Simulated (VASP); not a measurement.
Here is a VASP 6.6.1 calculation.

INCAR

```
SYSTEM = MgS
  PREC = Accurate
  ENCUT = 600
  EDIFF = 1E-7
  ISMEAR = 0
  SIGMA = 0.02
  LREAL = .False.
  LASPH = .True.
  NELM = 60
  ALGO = Normal
  ISIF = 3
  LWAVE = .False.
  LCHARG = .False.
  GGA = PE
  IBRION = 2
  NSW = 100
  EDIFFG = -0.01
```

The input KPOINTS:

```
Automatic mesh
0
Gamma
  6 6 6
  0 0 0
```

File POSCAR:

```
MgS
1.0
   -4.2804124000      4.2804124000      2.6263080000
    4.2804124000     -4.2804124000      2.6263080000
    4.2804124000      4.2804124000     -2.6263080000
Mg S
4 4
Direct
    0.1432015000      0.6432015000      0.7864030000
    0.8567985000      0.3567985000      0.2135970000
    0.3567985000      0.1432015000      0.5000000000
    0.6432015000      0.8567985000      0.5000000000
    0.8486700000      0.6513300000      0.5000000000
    0.1513300000      0.3486700000      0.5000000000
    0.6513300000      0.1513300000      0.8026600000
    0.3486700000      0.8486700000      0.1973400000
```

Potentials or basis: VASP PAW PBE potentials, release 64 (Mg, S).

Run with:

```bash
$ cat potpaw_PBE.64/Mg/POTCAR potpaw_PBE.64/S/POTCAR > POTCAR
$ mpirun -np 1 vasp_std > vasp.out
```

Question: Predict the relaxed volume.

Answer: 23.98 Å³/atom.

Question: What does it give for the band gap on the k mesh?

Answer: 2.95 eV.

Question: Estimate the relaxed cell.

Answer: a = 6.591 Å, b = 6.591 Å, c = 6.591 Å, α = 99.11°, β = 99.11°, γ = 133.09°.

Question: Predict the space group after relaxing (to 0.1 Å).

Answer: I4/mcm (No. 140).

Forces on the atoms (eV/Å):
```
Mg  -0.001 -0.001  0.000
Mg   0.001  0.001  0.000
Mg  -0.001  0.001  0.000
Mg   0.001 -0.001  0.000
S    0.005 -0.005  0.000
S   -0.005  0.005  0.000
S    0.005  0.005  0.000
S   -0.005 -0.005  0.000
```

A k mesh can miss the band edges.
